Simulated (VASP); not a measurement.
Runs of VASP 6.6.1 on Re. The structure is that of space group Pm-3m (No. 221), or close to it. The cells are those of the table. 

```csv
task,cell,cutoff (eV),gap on the mesh (eV),pressure (GPa)
relaxation of cell and atoms,"relaxed to 40 GPa from a = 2.530 Å, 1 atom",600,none,40.1
single point,"a = 2.414 Å, 1 atom",520,none,60.2
single point,"a = 2.447 Å, 1 atom",520,none,40.3
relaxation of cell and atoms,"relaxed to 20 GPa from a = 2.530 Å, 1 atom",600,none,20.0
single point,"a = 2.535 Å, 1 atom",520,none,(a)
single point,"a = 2.486 Å, 1 atom",520,none,20.2
relaxation of cell and atoms,"relaxed from a = 2.530 Å, 1 atom",600,none,0.0
relaxation of cell and atoms,"relaxed to 60 GPa from a = 2.530 Å, 1 atom",600,none,59.8
```

Alike in all rows: level LDA; potentials or basis VASP PAW LDA potentials, release 64 (Re); no spin polarisation; k mesh 9 × 9 × 9; smearing fermi-dirac 0.1 eV.

Question: Estimate the missing entries.

Answer: (a) 0.1.

Caveats: spin-orbit coupling is left out, which moves the levels of the heavy elements; the cell is relaxed towards a set pressure, so the enthalpy falls and the energy may rise (some runs).

A k mesh can miss the band edges, and the runs leave out spin-orbit coupling on Re.

A gap of «none» marks levels without a gap at the run's occupations.
